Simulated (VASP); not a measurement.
# Mg2Ge2N (P6/mmm) in VASP: notebook

Mg2Ge2N is run at these levels: PBE; tasks: single point, relaxation of cell and atoms.

All numbers are computed with VASP 6.6.1; they aren't measurements. Logs are shortened: lines on timing, memory, paths and dates and some standing lists are left out, and cuts for length are marked.

### 1 The cell of the first run

The structure is hexagonal, space group P6/mmm (No. 191). The conventional cell has a = 3.002 Å, b = 3.002 Å, c = 7.002 Å, α = 90.00°, β = 90.00°, γ = 120.00°. Mg (site symmetry -6m2) has 3 N at 1.73 Å and 3 Mg at 1.73 Å within 2.3 Å. Ge (site symmetry -6m2) has 3 Ge at 1.73 Å within 2.3 Å. Within 2.3 Å of N (site symmetry 6/mmm) lie 6 Mg at 1.73 Å.

### 2 Single point, PBE

Contents of INCAR:

```
SYSTEM = Mg2Ge2N
  PREC = Accurate
  ENCUT = 520
  EDIFF = 1E-6
  ISMEAR = 0
  SIGMA = 0.1
  LREAL = .FALSE.
  LASPH = .TRUE.
  NELM = 100
  ALGO = Normal
  ISIF = 2
  LWAVE = .FALSE.
  LCHARG = .TRUE.
  GGA = PE
  LELF = .TRUE.
  LVHAR = .TRUE.
  NBANDS = 26
```

Contents of KPOINTS:

```
Automatic mesh
0
G
  6 6 4
  0 0 0
```

Contents of POSCAR:

```
Mg2Ge2N
1.0
    3.0015703400      0.0000000000      0.0000000000
   -1.5007851700      2.5994361700      0.0000000000
    0.0000000000      0.0000000000      7.0022811100
Mg Ge N
2 2 1
Direct
    0.3333333300      0.6666666700      0.0000000000
    0.6666666700      0.3333333300      0.0000000000
    0.3333333300      0.6666666700      0.5000000000
    0.6666666700      0.3333333300      0.5000000000
    0.0000000000      0.0000000000      0.0000000000
```

Potentials or basis: VASP PAW PBE potentials, release 64 (Mg, Ge_d, N).

Started as:

```bash
> cat potpaw_PBE.64/Mg/POTCAR potpaw_PBE.64/Ge_d/POTCAR potpaw_PBE.64/N/POTCAR > POTCAR
> mpirun -np 1 vasp_std > vasp.out
```

OUTCAR:

```text
SYSTEM = Mg2Ge2N
   PREC = Accurate
   ENCUT = 520
   EDIFF = 1E-6
   ISMEAR = 0
   LREAL = .FALSE.
   LASPH = .TRUE.
   NELM = 100
   ISIF = 2
   GGA = PE

 ion  position               nearest neighbor table
   1  0.333  0.667  0.000-   5 1.73   2 1.73   2 1.73   5 1.73   5 1.73   2 1.73   2 3.47   2 3.47
                             2 3.47
   2  0.667  0.333  0.000-   5 1.73   1 1.73   1 1.73   5 1.73   5 1.73   1 1.73   1 3.47   1 3.47
                             1 3.47
   3  0.333  0.667  0.500-   4 1.73   4 1.73   4 1.73
   4  0.667  0.333  0.500-   3 1.73   3 1.73   3 1.73
   5  0.000  0.000  0.000-   1 1.73   2 1.73   2 1.73   1 1.73   2 1.73   1 1.73

 -----------------------------------------------------------------------------
|                                                                             |
|           W    W    AA    RRRRR   N    N  II  N    N   GGGG   !!!           |
|           W    W   A  A   R    R  NN   N  II  NN   N  G    G  !!!           |
|           W    W  A    A  R    R  N N  N  II  N N  N  G       !!!           |
|           W WW W  AAAAAA  RRRRR   N  N N  II  N  N N  G  GGG   !            |
|           WW  WW  A    A  R   R   N   NN  II  N   NN  G    G                |
|           W    W  A    A  R    R  N    N  II  N    N   GGGG   !!!           |
|                                                                             |
|     The distance between some ions is very small. Please check the          |
|     nearest-neighbor list in the OUTCAR file.                               |
|     I HOPE YOU KNOW WHAT YOU ARE DOING!                                     |
|                                                                             |
 -----------------------------------------------------------------------------

  LATTYP: Found a hexagonal cell.
 ALAT       =     3.0015703400
 C/A-ratio  =     2.3328725690

  Lattice vectors:

 A1 = (   3.0015703400,   0.0000000000,   0.0000000000)
 A2 = (  -1.5007851700,   2.5994361700,   0.0000000000)
 A3 = (   0.0000000000,   0.0000000000,   7.0022811100)

Analysis of symmetry for initial positions (statically):
=====================================================================
 Subroutine PRICEL returns:
 Original cell was already a primitive cell.

 Routine SETGRP: Setting up the symmetry group for a
 hexagonal supercell.

 Subroutine GETGRP returns: Found 24 space group operations
 (whereof 24 operations were pure point group operations)
 out of a pool of 24 trial point group operations.

The static configuration has the point symmetry D_6h.

Analysis of symmetry for dynamics (positions and initial velocities):
=====================================================================
 Subroutine PRICEL returns:
 Original cell was already a primitive cell.

 Routine SETGRP: Setting up the symmetry group for a
 hexagonal supercell.

 Subroutine GETGRP returns: Found 24 space group operations
 (whereof 24 operations were pure point group operations)
 out of a pool of 24 trial point group operations.

The dynamic configuration has the point symmetry D_6h.

 Subroutine INISYM returns: Found 24 space group operations
 (whereof 24 operations are pure point group operations),
 and found     1 'primitive' translations

----------------------------------------------------------------------------------------

                                     Primitive cell

  volume of cell :      54.6345

  direct lattice vectors                    reciprocal lattice vectors
     3.001570340  0.000000000  0.000000000     0.333158942  0.192349405  0.000000000
    -1.500785170  2.599436170  0.000000000     0.000000000  0.384698810  0.000000000
     0.000000000  0.000000000  7.002281110     0.000000000  0.000000000  0.142810605

  length of vectors
     3.001570340  3.001570344  7.002281110     0.384698810  0.384698810  0.142810605

  position of ions in fractional coordinates (direct lattice)
     0.333333330  0.666666670  0.000000000
     0.666666670  0.333333330  0.000000000
     0.333333330  0.666666670  0.500000000
     0.666666670  0.333333330  0.500000000
     0.000000000  0.000000000  0.000000000

  ion indices of the primitive-cell ions
   primitive index   ion index
                 1           1
                 2           2
                 3           3
                 4           4
                 5           5

----------------------------------------------------------------------------------------

 KPOINTS: Automatic mesh

Automatic generation of k-mesh.
 Grid dimensions read from file:
 generate k-points for:    6    6    4

 Generating k-lattice:

  Cartesian coordinates                     Fractional coordinates (reciprocal lattice)
     0.055526490  0.032058234  0.000000000     0.166666667 -0.000000000  0.000000000
     0.000000000  0.064116468  0.000000000     0.000000000  0.166666667  0.000000000
     0.000000000  0.000000000  0.035702651     0.000000000  0.000000000  0.250000000

  Length of vectors
     0.064116468  0.064116468  0.035702651

  Shift w.r.t. Gamma in fractional coordinates (k-lattice)
     0.000000000  0.000000000  0.000000000

 Subroutine IBZKPT returns following result:
 ===========================================

 Found     21 irreducible k-points:

 Following reciprocal coordinates:
            Coordinates               Weight
  0.000000  0.000000  0.000000      1.000000
  0.166667  0.000000  0.000000      6.000000
  0.333333  0.000000  0.000000      6.000000
  0.500000  0.000000  0.000000      3.000000
  0.166667  0.166667  0.000000      6.000000
  0.333333  0.166667  0.000000     12.000000
[... 13 lines left out ...]
  0.333333  0.166667  0.500000     12.000000
  0.333333  0.333333  0.500000      2.000000
   k-points           NKPTS =     21   k-points in BZ     NKDIM =     21   number of bands    NBANDS=     26
   number of dos      NEDOS =    301   number of ions     NIONS =      5
   total plane-waves  NPLWV =  31104
   dimension x,y,z NGX =    24 NGY =   24 NGZ =   54
   dimension x,y,z NGXF=    48 NGYF=   48 NGZF=  108
   ions per type =               2   2   1
   NGX,Y,Z   is equivalent  to a cutoff of  13.29, 13.29, 12.82 a.u.
   NGXF,Y,Z  is equivalent  to a cutoff of  26.59, 26.59, 25.64 a.u.
 SYSTEM =  Mg2Ge2N
   PREC   = accura    normal or accurate (medium, high low for compatibility)
   ISTART =      0    job   : 0-new  1-cont  2-samecut
   ICHARG =      2    charge: 1-file 2-atom 10-const
   ISPIN  =      1    spin polarized calculation?
   LNONCOLLINEAR =      F non collinear calculations
   LSORBIT =      F    spin-orbit coupling
   LASPH  =      T    aspherical Exc in radial PAW
   ENCUT  =  520.0 eV  38.22 Ry    6.18 a.u.   5.58  5.58 13.02*2*pi/ulx,y,z
   NELM   =    100;   NELMIN=  2; NELMDL= -5     # of ELM steps
   EDIFF  = 0.1E-05   stopping-criterion for ELM
   LREAL  =      F    real-space projection
   EDIFFG = 0.1E-04   stopping-criterion for IOM
   NSW    =      0    number of steps for IOM
   IBRION =     -1    ionic relax: 0-MD 1-quasi-New 2-CG
   NFREE  =      0    steps in history (QN), initial steepest desc. (CG)
   ISIF   =      2    stress and relaxation
   ISYM   =      2    0-nonsym 1-usesym 2-fastsym
   POTIM  = 0.5000    time-step for ionic-motion
   TEBEG  =    0.0;   TEEND  =   0.0 temperature during run
   PSTRESS=    0.0 pullay stress
   NELECT =      37.0000    total number of electrons
   NUPDOWN=      -1.0000    fix difference up-down
   EMIN   =  10.00;   EMAX   =-10.00  energy-range for DOS
   EFERMI =   0.00;   METHOD = LEGACY
   ISMEAR =     0;   SIGMA  =   0.10  broadening in eV -4-tet -1-fermi 0-gaus
   EFERMI_NEDOS =   21; number of points for ismear=-14 and -15
   IALGO  =     38    algorithm
   IMIX   =      4    mixing-type and parameters
     AMIX     =   0.40;   BMIX     =  1.00
     AMIX_MAG =   1.60;   BMIX_MAG =  1.00
  volume/ion in A,a.u.               =      10.93        73.74
  Fermi-wavevector in a.u.,A,eV,Ry     =   1.437649  2.716763 28.121010  2.066836
  Thomas-Fermi vector in A             =   2.556704
   LORBIT       =      0    0 simple, 1 ext, 2 COOP (PROOUT), +10 PAW based schemes
   GGA     = PE    functional components
   LHFCALC =     F    Hartree Fock is set to
   AEXX    =    0.0000 exact exchange contribution
   IVDW    =     0    specifies the selected vdW correction
   LEPSILON=     F    determine dielectric tensor
   LRPA    =     F    only Hartree local field effects (RPA)
 non-spin polarized calculation
 Gauss-broadening in eV      SIGMA  =   0.10
  energy-cutoff  :      520.00
  volume of cell :       54.63
 maximum number of plane-waves:      1502
 NGX is ok and might be reduce to    24
   NGX = 11   NGY = 11   NGZ = 27

 number of electron      37.0000024 magnetization

 Free energy of the ion-electron system (eV)
  ---------------------------------------------------
  ext. energy  EPLUGINS =         0.00000000
  ---------------------------------------------------
  free energy    TOTEN  =        12.34783387 eV

  energy without entropy =       12.36411921  energy(sigma->0) =       12.35597654

 E-fermi :  10.2983     XC(G=0): -11.6764

 val. band max:       10.2900417734   @ k =   0.3333   0.0000   0.0000
 cond. band min:      10.3606984853   @ k =   0.3333   0.1667   0.0000
 fundamental gap:      0.0706567119
 Fermi energy:        10.2983386471

 k-point     1 :       0.0000    0.0000    0.0000
  band No.  band energies     occupation
      1     -17.7761      2.00000
      2     -17.4335      2.00000
      3     -17.4335      2.00000
      4     -17.1144      2.00000
      5     -17.1144      2.00000
      6     -16.7074      2.00000
[... 18 lines left out ...]
     25      18.1190      0.00000
     26      19.5950      0.00000

 k-point     2 :       0.1667    0.0000    0.0000
  band No.  band energies     occupation
      1     -17.9007      2.00000
      2     -17.7875      2.00000
      3     -17.6117      2.00000
      4     -17.1632      2.00000
      5     -17.0733      2.00000
      6     -16.3266      2.00000
[... 18 lines left out ...]
     25      18.6312      0.00000
     26      19.1688      0.00000

 k-point     3 :       0.3333    0.0000    0.0000
  band No.  band energies     occupation
      1     -18.2996      2.00000
      2     -18.1604      2.00000
      3     -17.5156      2.00000
      4     -17.2524      2.00000
      5     -16.9788      2.00000
      6     -16.0078      2.00000
[... 18 lines left out ...]
     25      18.5367      0.00000
     26      18.8893      0.00000

 k-point     4 :       0.5000    0.0000    0.0000
  band No.  band energies     occupation
      1     -18.4648      2.00000
      2     -18.2947      2.00000
      3     -17.4524      2.00000
      4     -17.2937      2.00000
      5     -16.9217      2.00000
      6     -16.1041      2.00000
[... 18 lines left out ...]
     25      17.8522      0.00000
     26      17.9998      0.00000

 k-point     5 :       0.1667    0.1667    0.0000
  band No.  band energies     occupation
      1     -18.3359      2.00000
      2     -17.8786      2.00000
      3     -17.6138      2.00000
      4     -17.2554      2.00000
      5     -16.9693      2.00000
      6     -16.0288      2.00000
[... 18 lines left out ...]
     25      18.0465      0.00000
     26      18.9635      0.00000

 k-point     6 :       0.3333    0.1667    0.0000
  band No.  band energies     occupation
      1     -18.6646      2.00000
      2     -17.9801      2.00000
      3     -17.5453      2.00000
      4     -17.3480      2.00000
      5     -16.8088      2.00000
      6     -16.1939      2.00000
[... 340 lines left out ...]
 k-point    18 :       0.5000    0.0000    0.5000
  band No.  band energies     occupation
      1     -18.4648      2.00000
      2     -18.2947      2.00000
      3     -17.4524      2.00000
      4     -17.2937      2.00000
      5     -16.9218      2.00000
      6     -16.1041      2.00000
[... 18 lines left out ...]
     25      17.3351      0.00000
     26      18.7926      0.00000

 k-point    19 :       0.1667    0.1667    0.5000
  band No.  band energies     occupation
      1     -18.3359      2.00000
      2     -17.8786      2.00000
      3     -17.6138      2.00000
      4     -17.2554      2.00000
      5     -16.9693      2.00000
      6     -16.0288      2.00000
[... 18 lines left out ...]
     25      17.4553      0.00000
     26      17.7227      0.00000

 k-point    20 :       0.3333    0.1667    0.5000
  band No.  band energies     occupation
      1     -18.6646      2.00000
      2     -17.9801      2.00000
      3     -17.5453      2.00000
      4     -17.3480      2.00000
      5     -16.8088      2.00000
      6     -16.1939      2.00000
[... 18 lines left out ...]
     25      17.2056      0.00000
     26      18.0376      0.00000

 k-point    21 :       0.3333    0.3333    0.5000
  band No.  band energies     occupation
      1     -18.8322      2.00000
      2     -17.7205      2.00000
      3     -17.7205      2.00000
      4     -17.4090      2.00000
      5     -16.5031      2.00000
      6     -16.5031      2.00000
[... 18 lines left out ...]
     25      18.6860      0.00000
     26      20.2540      0.00000

------------------------ aborting loop because EDIFF is reached ----------------------------------------

  FORCE on cell =-STRESS in cart. coord.  units (eV):
  Direction    XX          YY          ZZ          XY          YZ          ZX
  --------------------------------------------------------------------------------------
  -------------------------------------------------------------------------------------
  Total      125.6770138    125.6770142     -1.6125758      0.0000000     -0.0000000      0.0000000
  in kB     3685.5237200   3685.5237322    -47.2893654      0.0000000     -0.0000000      0.0000000
  external PRESSURE =    2441.2526956 kB  Pullay stress =       0.0000000 kB

 VOLUME and BASIS-vectors are now :
 -----------------------------------------------------------------------------
  energy-cutoff  :      520.00
  volume of cell :       54.63
      direct lattice vectors                 reciprocal lattice vectors
     3.001570340  0.000000000  0.000000000     0.333158942  0.192349405  0.000000000
    -1.500785170  2.599436170  0.000000000     0.000000000  0.384698810  0.000000000
     0.000000000  0.000000000  7.002281110     0.000000000  0.000000000  0.142810605

 POSITION                                       TOTAL-FORCE (eV/Angst)
 -----------------------------------------------------------------------------------
     -0.00000      1.73296      0.00000        -0.000000      0.000000      0.000000
      1.50079      0.86648      0.00000         0.000000     -0.000000      0.000000
     -0.00000      1.73296      3.50114         0.000000      0.000000      0.000000
      1.50079      0.86648      3.50114        -0.000000     -0.000000      0.000000
      0.00000      0.00000      0.00000        -0.000000      0.000000      0.000000
 -----------------------------------------------------------------------------------
    total drift:                                0.000000      0.000000      0.000000

  FREE ENERGIE OF THE ION-ELECTRON SYSTEM (eV)
  ---------------------------------------------------
  free  energy   TOTEN  =        12.3478338742 eV

  energy  without entropy=       12.3641192080  energy(sigma->0) =       12.35597654
```

Wall time 30 s (1 thread of Intel Xeon Platinum 8259CL at 2.50GHz (Skylake/Cascade Lake), shared host); peak memory 0.19 GiB.

What came out:

| Item | Value |
| --- | --- |
| Free energy | 12.3478 eV |
| Pressure | 244.1 GPa |

Stress tensor (GPa, compression positive):
```
368.55   0.00   0.00
  0.00 368.55   0.00
  0.00   0.00  -4.73
```

Levels at points of the mesh, in eV from the Fermi level:
| k point | band 16 | band 17 | band 18 | band 19 | band 20 | band 21 | band 22 | band 23 |
| --- | --- | --- | --- | --- | --- | --- | --- | --- |
| (0.00, 0.00, 0.00) | -6.39 | -2.47 | 0.76 | 0.76 | 3.90 | 6.01 | 6.01 | 7.27 |
| (0.50, 0.00, 0.00) | -7.05 | -3.99 | -3.94 | -0.36 | 1.72 | 1.74 | 2.38 | 3.47 |
| (0.00, 0.00, 0.50) | -7.74 | -0.02 | 0.76 | 0.76 | 1.29 | 5.99 | 5.99 | 7.74 |
| (0.50, 0.00, 0.50) | -6.92 | -3.99 | -3.41 | -1.21 | -0.35 | 3.14 | 3.81 | 4.63 |

Caveat: the k points lie up to 0.40 Å⁻¹ apart.

### 3 Single point, PBE

This run uses another cell than the first one, of 18.09 Å³/atom, 1.656 times its volume.

Contents of INCAR:

```
PREC     = Accurate       # precision mode
ENCUT    = 520            # plane-wave cutoff, eV
EDIFF    = 1E-6           # SCF threshold, eV
ISMEAR   = 0              # smearing method
SIGMA    = 0.1            # smearing width, eV
LREAL    = F              # projectors in reciprocal space
LASPH    = T              # aspherical terms in the spheres
NELM     = 60             # most SCF steps
ALGO     = Normal         # electronic algorithm
ISIF     = 2              # what is computed and relaxed
LWAVE    = F              # write WAVECAR
LCHARG   = F              # write CHGCAR
GGA      = PE             # functional
NBANDS   = 26             # bands
```

Contents of KPOINTS:

```
Automatic mesh
0
Gamma
  6 6 4
```

Contents of POSCAR:

```
Mg2Ge2N
1.0
    4.1883249816      0.0000000000      0.0000000000
   -2.0941624908      3.6271958334      0.0000000000
    0.0000000000      0.0000000000      5.9540987670
Mg Ge N
2 2 1
Direct
    0.3333333333      0.6666666667      0.0000000000
    0.6666666667      0.3333333333      0.0000000000
    0.3333333333      0.6666666667      0.5000000000
    0.6666666667      0.3333333333      0.5000000000
    0.0000000000      0.0000000000      0.0000000000
```

Potentials or basis: VASP PAW PBE potentials, release 64 (Mg, Ge_d, N).

Started as:

```bash
> cat potpaw_PBE.64/Mg/POTCAR potpaw_PBE.64/Ge_d/POTCAR potpaw_PBE.64/N/POTCAR > POTCAR
> mpirun -np 1 vasp_std > vasp.out
```

It took 56 s on 1 thread of Intel Xeon Platinum 8259CL at 2.50GHz (Skylake/Cascade Lake), shared host; peak memory 0.23 GiB.

It converged, with:

- Free energy: -17.4056 eV
- Pressure: 0.1 GPa

Stress tensor (GPa, compression positive):
```
 0.20  0.00  0.00
 0.00  0.20  0.00
 0.00  0.00 -0.21
```

Levels at points of the mesh, in eV from the Fermi level:
```tsv
k point	band 15	band 16	band 17	band 18	band 19	band 20	band 21	band 22	band 23	band 24
(0.00, 0.00, 0.00)	-2.24	-2.16	-1.73	-1.73	-1.32	0.21	3.17	3.17	3.69	4.08
(0.50, 0.00, 0.00)	-3.44	-2.37	-2.16	-1.89	0.07	0.66	1.14	3.51	5.39	6.16
(0.00, 0.00, 0.50)	-2.22	-2.10	-1.67	-1.67	-1.59	1.54	2.97	2.97	3.23	3.39
(0.50, 0.00, 0.50)	-3.03	-2.72	-1.47	-1.32	-0.64	0.70	3.14	4.07	5.20	5.46
```

(Continued in part 2 of 2.)
